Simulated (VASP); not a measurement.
Wanted: the native input for a VASP 6.6.1 run.

| Property | Result |
| --- | --- |
| Task | single point |
| Functional | PBE |
| Potentials or basis | VASP PAW PBE potentials, release 64 (Cr_pv) |
| Cutoff | 520 eV |
| k mesh | 6 × 6 × 6 |
| Occupations | fermi-dirac, width 0.1 eV |
| Spin | collinear spin, antiferromagnetic start |
| Starting moments | [2.026, -2.026] μB |
| Dipole correction | no |
| Further INCAR settings | ALGO = Normal; EDIFF = 1e-06; NBANDS = 23 |

The structure of Cr lies in POSCAR:

```
Cr
1.0
    0.0000000000      2.5475862057      2.5475862057
    2.5475862057      0.0000000000      2.5475862057
    2.5475862057      2.5475862057      0.0000000000
Cr
2
Direct
    0.1250000000      0.1250000000      0.1250000000
    0.8750000000      0.8750000000      0.8750000000
```

The input as run:

INCAR

```
SYSTEM = Cr
PREC = Accurate
ENCUT = 520
EDIFF = 1E-6
ISMEAR = -1
SIGMA = 0.1
LREAL = .False.
LASPH = .True.
NELM = 150
ALGO = Normal
ISIF = 2
LWAVE = .False.
LCHARG = .False.
ISPIN = 2
MAGMOM = 2.026 -2.026
LORBIT = 11
LMAXMIX = 4
GGA = PE
NBANDS = 23
```

KPOINTS

```
regular mesh
0
Gamma
  6 6 6
  0 0 0
```

Potentials or basis: VASP PAW PBE potentials, release 64 (Cr_pv).

The run is started by

```bash
$ cat potpaw_PBE.64/Cr_pv/POTCAR > POTCAR
$ mpirun -np 1 vasp_std > vasp.out
```

It gave:

| Quantity | Value |
| --- | --- |
| Pressure | 9.8 GPa |
| Band gap on the k mesh | zero (filled and empty bands overlap) |
| Net moment | 0.00 μB per cell |
| Site moments | Cr +2.25, -2.25 μB |
| Valence electrons inside the program's atomic spheres | Cr 11.12 |

It took 28 s on 1 thread of Intel Xeon 6975P-C, on a shared host, peak memory 0.17 GiB.
